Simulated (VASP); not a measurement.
A run of VASP 6.6.1:

INCAR

```
PREC = Accurate
ENCUT = 520
EDIFF = 1E-6
ISMEAR = 0
SIGMA = 0.02
LREAL = F
LASPH = T
NELM = 60
ALGO = Normal
ISIF = 2
LWAVE = F
LCHARG = F
GGA = PS
NBANDS = 35
```

Contents of KPOINTS:

```
regular mesh
0
Gamma
  12 12 2
```

POSCAR

```
WSe2
1.0
    3.2056739540      0.0000000000      0.0000000000
   -1.6028369770      2.7761950805      0.0000000000
    0.0000000000      0.0000000000     12.9591977327
W Se
2 4
Direct
    0.6666666667      0.3333333333      0.7500000000
    0.3333333333      0.6666666667      0.2500000000
    0.3333333333      0.6666666667      0.8809741901
    0.6666666667      0.3333333333      0.3809741901
    0.3333333333      0.6666666667      0.6190258099
    0.6666666667      0.3333333333      0.1190258099
```

Potentials or basis: VASP PAW PBE potentials, release 64 (W_sv, Se).

Launch:

```bash
$ cat potpaw_PBE.64/W_sv/POTCAR potpaw_PBE.64/Se/POTCAR > POTCAR
$ mpirun -np 1 vasp_std > vasp.out
```

Hardware: 1 thread of AMD EPYC 7571, on a shared host.

Task: Estimate the wall time of this run.

Result: Wall time 3.9 min on 1 thread of AMD EPYC 7571 (shared host), peak memory 0.26 GiB. Counts: scf iterations 14, k points 38.
